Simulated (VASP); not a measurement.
**Mo2C: single point with LDA**

Crystal: Mo2C.

```
CELL_PARAMETERS angstrom
3.01565 0.00000 0.00000
-1.50782 5.28662 0.00000
1.50782 1.29016 2.27070
ATOMIC_POSITIONS crystal
Mo 0.08447 0.75114 0.58219
Mo 0.91553 0.24886 0.41781
C 0.50000 0.50000 0.50000
```

```yaml
Program: VASP 6.6.1
Task: single point
Functional: LDA
Potentials_or_basis: VASP PAW LDA potentials, release 64 (Mo_sv, C_h)
Cutoff: 910 eV
k_mesh: 12 × 7 × 15
Occupations: gaussian, width 0.1 eV
Spin: no spin polarisation
Dipole_correction: no
Further_INCAR_settings: ALGO = Normal; EDIFF = 1e-06; NBANDS = 23; ISYM = 0
```

```yaml
Pressure: 1.4 GPa
Largest_force: 0.069 eV/Å
Band_gap_on_the_k_mesh: zero (bands 16 and 17 overlap by 2.74 eV)
```

Forces on the atoms (eV/Å):
```
Mo   0.031  0.049 -0.035
Mo  -0.031 -0.050  0.036
C    0.000  0.000  0.000
```

Stress tensor (GPa, compression positive):
```
 1.46 -0.02  0.01
-0.02  1.47  0.06
 0.01  0.06  1.19
```

Levels at points of the mesh, in eV from the Fermi level:
```
           k point  band 13  band 14  band 15  band 16  band 17  band 18  band 19  band 20
(0.00, 0.00, 0.00)    -2.40    -1.42    -1.34    -1.34    -1.10    -1.10     0.51     0.51
(0.50, 0.00, 0.00)    -3.84    -1.81    -1.45    -0.45     0.60     1.63     2.15     2.75
```

It took 10 min on 1 thread of Intel(R) Xeon(R) 6975P-C (Granite Rapids) (shared host), peak memory 1 GiB.
